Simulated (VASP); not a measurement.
# Rh (Pm-3m) in VASP: single point with PBE

Aim: the single point of Rh with PBE.

Everything below comes from runs of VASP 6.6.1. Logs are shortened: lines on timing, memory, paths and dates and some standing lists are left out, and cuts for length are marked.

**1. The cell of the first run**

Symmetry: Pm-3m, No. 221, cubic system. The conventional cell has a = 2.537 Å, b = 2.537 Å, c = 2.537 Å, α = 90.00°, β = 90.00°, γ = 90.00°. Within 3.3 Å of Rh (site symmetry m-3m) lie 6 Rh at 2.54 Å.

**2. Single point, PBE**

Input file INCAR:

```
ALGO     = Normal         # electronic algorithm
EDIFF    = 1E-7           # SCF threshold, eV
ENCUT    = 520            # plane-wave cutoff, eV
GGA      = PE             # functional
ISIF     = 2              # what is computed and relaxed
ISMEAR   = -1             # smearing method
LASPH    = T              # aspherical terms in the spheres
LCHARG   = F              # write CHGCAR
LREAL    = F              # projectors in reciprocal space
LWAVE    = F              # write WAVECAR
NBANDS   = 14             # bands
NELM     = 60             # most SCF steps
PREC     = Accurate       # precision mode
SIGMA    = 0.13605693000000002 # smearing width, eV
```

Input file KPOINTS:

```
k-points
0
Gamma
  13 13 13
```

Input file POSCAR:

```
Rh
1.0
    2.5365302822      0.0000000000      0.0000000000
    0.0000000000      2.5365302822      0.0000000000
    0.0000000000      0.0000000000      2.5365302822
Rh
1
Direct
    0.0000000000      0.0000000000      0.0000000000
```

Potentials or basis: VASP PAW PBE potentials, release 64 (Rh_pv).

The run is started by

```bash
$ cat potpaw_PBE.64/Rh_pv/POTCAR > POTCAR
$ mpirun -np 1 vasp_std > vasp.out
```

OUTCAR:

```text
EDIFF = 1E-7
   ENCUT = 520
   GGA = PE
   ISIF = 2
   ISMEAR = -1
   LASPH = T
   LREAL = F
   NELM = 60
   PREC = Accurate

 ion  position               nearest neighbor table
   1  0.000  0.000  0.000-

  LATTYP: Found a simple cubic cell.
 ALAT       =     2.5365302822

  Lattice vectors:

 A1 = (   2.5365302822,   0.0000000000,   0.0000000000)
 A2 = (   0.0000000000,   2.5365302822,   0.0000000000)
 A3 = (   0.0000000000,   0.0000000000,   2.5365302822)

Analysis of symmetry for initial positions (statically):
=====================================================================
 Subroutine PRICEL returns:
 Original cell was already a primitive cell.

 Routine SETGRP: Setting up the symmetry group for a
 simple cubic supercell.

 Subroutine GETGRP returns: Found 48 space group operations
 (whereof 48 operations were pure point group operations)
 out of a pool of 48 trial point group operations.

The static configuration has the point symmetry O_h .

Analysis of symmetry for dynamics (positions and initial velocities):
=====================================================================
 Subroutine PRICEL returns:
 Original cell was already a primitive cell.

 Routine SETGRP: Setting up the symmetry group for a
 simple cubic supercell.

 Subroutine GETGRP returns: Found 48 space group operations
 (whereof 48 operations were pure point group operations)
 out of a pool of 48 trial point group operations.

The dynamic configuration has the point symmetry O_h .

 Subroutine INISYM returns: Found 48 space group operations
 (whereof 48 operations are pure point group operations),
 and found     1 'primitive' translations

----------------------------------------------------------------------------------------

                                     Primitive cell

  volume of cell :      16.3200

  direct lattice vectors                    reciprocal lattice vectors
     2.536530282  0.000000000  0.000000000     0.394239330  0.000000000  0.000000000
     0.000000000  2.536530282  0.000000000     0.000000000  0.394239330  0.000000000
     0.000000000  0.000000000  2.536530282     0.000000000  0.000000000  0.394239330

  length of vectors
     2.536530282  2.536530282  2.536530282     0.394239330  0.394239330  0.394239330

  position of ions in fractional coordinates (direct lattice)
     0.000000000  0.000000000  0.000000000

  ion indices of the primitive-cell ions
   primitive index   ion index
                 1           1

----------------------------------------------------------------------------------------

 KPOINTS: k-points

Automatic generation of k-mesh.
 Grid dimensions read from file:
 generate k-points for:   13   13   13

 Generating k-lattice:

  Cartesian coordinates                     Fractional coordinates (reciprocal lattice)
     0.030326102  0.000000000  0.000000000     0.076923077  0.000000000  0.000000000
     0.000000000  0.030326102  0.000000000     0.000000000  0.076923077  0.000000000
     0.000000000  0.000000000  0.030326102     0.000000000  0.000000000  0.076923077

  Length of vectors
     0.030326102  0.030326102  0.030326102

  Shift w.r.t. Gamma in fractional coordinates (k-lattice)
     0.000000000  0.000000000  0.000000000

 Subroutine IBZKPT returns following result:
 ===========================================

 Found     84 irreducible k-points:

 Following reciprocal coordinates:
            Coordinates               Weight
  0.000000  0.000000  0.000000      1.000000
  0.076923  0.000000  0.000000      6.000000
  0.153846  0.000000  0.000000      6.000000
  0.230769  0.000000  0.000000      6.000000
  0.307692  0.000000  0.000000      6.000000
  0.384615  0.000000  0.000000      6.000000
[... 16 lines left out ...]
  0.307692  0.307692  0.000000     12.000000
  0.384615  0.307692  0.000000     24.000000
 [... further k-points ...]
   k-points           NKPTS =     84   k-points in BZ     NKDIM =     84   number of bands    NBANDS=     14
   number of dos      NEDOS =    301   number of ions     NIONS =      1
   total plane-waves  NPLWV =   8000
   dimension x,y,z NGX =    20 NGY =   20 NGZ =   20
   dimension x,y,z NGXF=    40 NGYF=   40 NGZF=   40
   ions per type =               1
   NGX,Y,Z   is equivalent  to a cutoff of  13.11, 13.11, 13.11 a.u.
   NGXF,Y,Z  is equivalent  to a cutoff of  26.22, 26.22, 26.22 a.u.
 SYSTEM =  unknown system
   PREC   = accura    normal or accurate (medium, high low for compatibility)
   ISTART =      0    job   : 0-new  1-cont  2-samecut
   ICHARG =      2    charge: 1-file 2-atom 10-const
   ISPIN  =      1    spin polarized calculation?
   LNONCOLLINEAR =      F non collinear calculations
   LSORBIT =      F    spin-orbit coupling
   LASPH  =      T    aspherical Exc in radial PAW
   ENCUT  =  520.0 eV  38.22 Ry    6.18 a.u.   4.72  4.72  4.72*2*pi/ulx,y,z
   NELM   =     60;   NELMIN=  2; NELMDL= -5     # of ELM steps
   EDIFF  = 0.1E-06   stopping-criterion for ELM
   LREAL  =      F    real-space projection
   EDIFFG = 0.1E-05   stopping-criterion for IOM
   NSW    =      0    number of steps for IOM
   IBRION =     -1    ionic relax: 0-MD 1-quasi-New 2-CG
   NFREE  =      0    steps in history (QN), initial steepest desc. (CG)
   ISIF   =      2    stress and relaxation
   ISYM   =      2    0-nonsym 1-usesym 2-fastsym
   POTIM  = 0.5000    time-step for ionic-motion
   TEBEG  =    0.0;   TEEND  =   0.0 temperature during run
   PSTRESS=    0.0 pullay stress
   NELECT =      15.0000    total number of electrons
   NUPDOWN=      -1.0000    fix difference up-down
   EMIN   =  10.00;   EMAX   =-10.00  energy-range for DOS
   EFERMI =   0.00;   METHOD = LEGACY
   ISMEAR =    -1;   SIGMA  =   0.14  broadening in eV -4-tet -1-fermi 0-gaus
   EFERMI_NEDOS =   21; number of points for ismear=-14 and -15
   IALGO  =     38    algorithm
   IMIX   =      4    mixing-type and parameters
     AMIX     =   0.40;   BMIX     =  1.00
     AMIX_MAG =   1.60;   BMIX_MAG =  1.00
  volume/ion in A,a.u.               =      16.32       110.13
  Fermi-wavevector in a.u.,A,eV,Ry     =   1.591715  3.007904 34.471113  2.533555
  Thomas-Fermi vector in A             =   2.690212
   LORBIT       =      0    0 simple, 1 ext, 2 COOP (PROOUT), +10 PAW based schemes
   GGA     = PE    functional components
   LHFCALC =     F    Hartree Fock is set to
   AEXX    =    0.0000 exact exchange contribution
   IVDW    =     0    specifies the selected vdW correction
   LEPSILON=     F    determine dielectric tensor
   LRPA    =     F    only Hartree local field effects (RPA)
 non-spin polarized calculation
  energy-cutoff  :      520.00
  volume of cell :       16.32
 maximum number of plane-waves:       461
 NGX is ok and might be reduce to    20
   NGX =  9   NGY =  9   NGZ =  9

 number of electron      15.0000000 magnetization

 Free energy of the ion-electron system (eV)
  ---------------------------------------------------
  ext. energy  EPLUGINS =         0.00000000
  ---------------------------------------------------
  free energy    TOTEN  =        -6.51978554 eV

  energy without entropy =       -6.40985360  energy(sigma->0) =       -6.46481957

 E-fermi :   9.1647     XC(G=0): -12.7977

 val. band max:        9.1482312589   @ k =   0.4615   0.1538   0.1538
 cond. band min:       9.1830497356   @ k =   0.2308   0.2308   0.1538
 fundamental gap:      0.0348184767
 Fermi energy:         9.1646658607

 k-point     1 :       0.0000    0.0000    0.0000
  band No.  band energies     occupation
      1     -36.8243      2.00000
      2     -36.8243      2.00000
      3     -36.8243      2.00000
      4       2.4583      2.00000
      5       4.1203      2.00000
      6       4.1203      2.00000
      7       9.9208      0.00769
      8       9.9208      0.00769
      9       9.9208      0.00769
     10      25.9707      0.00000
     11      25.9707      0.00000
     12      25.9707      0.00000
     13      30.3827      0.00000
     14      33.2074      0.00000

 k-point     2 :       0.0769    0.0000    0.0000
  band No.  band energies     occupation
      1     -36.8655      2.00000
      2     -36.8209      2.00000
      3     -36.8209      2.00000
      4       2.6264      2.00000
      5       4.1534      2.00000
      6       4.2755      2.00000
      7       9.7777      0.02185
      8       9.7777      0.02185
      9       9.9320      0.00708
     10      24.8322      0.00000
     11      26.2672      0.00000
     12      26.2672      0.00000
     13      30.3854      0.00000
     14      32.4787      0.00000

 k-point     3 :       0.1538    0.0000    0.0000
  band No.  band energies     occupation
      1     -36.9788      2.00000
      2     -36.8113      2.00000
      3     -36.8113      2.00000
      4       3.0645      2.00000
      5       4.2465      2.00000
      6       4.7714      2.00000
      7       9.4005      0.30024
      8       9.4005      0.30024
      9       9.9632      0.00563
     10      22.6236      0.00000
     11      27.0943      0.00000
     12      27.0943      0.00000
     13      30.3873      0.00000
     14      30.9935      0.00000
[... 324 lines left out ...]
 k-point    23 :       0.3077    0.3077    0.0000
  band No.  band energies     occupation
      1     -37.2548      2.00000
      2     -37.2423      2.00000
      3     -36.7440      2.00000
      4       4.8429      2.00000
      5       5.2110      2.00000
      6       7.7475      1.99994
      7       8.5961      1.96984
      8       8.7420      1.91430
      9       9.6390      0.05942
     10      19.1056      0.00000
     11      22.3591      0.00000
     12      28.3989      0.00000
     13      30.3945      0.00000
     14      32.8582      0.00000

 k-point    24 :       0.3846    0.3077    0.0000
  band No.  band energies     occupation
      1     -37.3799      2.00000
      2     -37.2330      2.00000
      3     -36.7324      2.00000
      4       4.6850      2.00000
      5       5.2074      2.00000
      6       8.3123      1.99620
      7       8.3263      1.99579
      8       8.7459      1.91196
      9      11.0698      0.00000
     10      17.5192      0.00000
     11      22.9339      0.00000
     12      27.1978      0.00000
     13      30.3944      0.00000
     14      31.6644      0.00000

 [... further k-points ...]
[... 5 lines left out ...]
  --------------------------------------------------------------------------------------
  -------------------------------------------------------------------------------------
  Total        0.0623741      0.0623741      0.0623741      0.0000000      0.0000000     -0.0000000
  in kB        6.1234293      6.1234293      6.1234293      0.0000000      0.0000000     -0.0000000
  external PRESSURE =       6.1234293 kB  Pullay stress =       0.0000000 kB

 VOLUME and BASIS-vectors are now :
 -----------------------------------------------------------------------------
  energy-cutoff  :      520.00
  volume of cell :       16.32
      direct lattice vectors                 reciprocal lattice vectors
     2.536530282  0.000000000  0.000000000     0.394239330  0.000000000  0.000000000
     0.000000000  2.536530282  0.000000000     0.000000000  0.394239330  0.000000000
     0.000000000  0.000000000  2.536530282     0.000000000  0.000000000  0.394239330

 POSITION                                       TOTAL-FORCE (eV/Angst)
 -----------------------------------------------------------------------------------
      0.00000      0.00000      0.00000         0.000000      0.000000      0.000000
 -----------------------------------------------------------------------------------
    total drift:                               -0.000000      0.000000      0.000000

  FREE ENERGIE OF THE ION-ELECTRON SYSTEM (eV)
  ---------------------------------------------------
  free  energy   TOTEN  =        -6.5197855357 eV

  energy  without entropy=       -6.4098536018  energy(sigma->0) =       -6.46481957
```

Wall time 8.8 s (1 thread of Intel Xeon Platinum 8375C at 2.90GHz (Ice Lake), shared host); peak memory 0.13 GiB.

What came out:

* Free energy: -6.5198 eV
* Pressure: 0.6 GPa
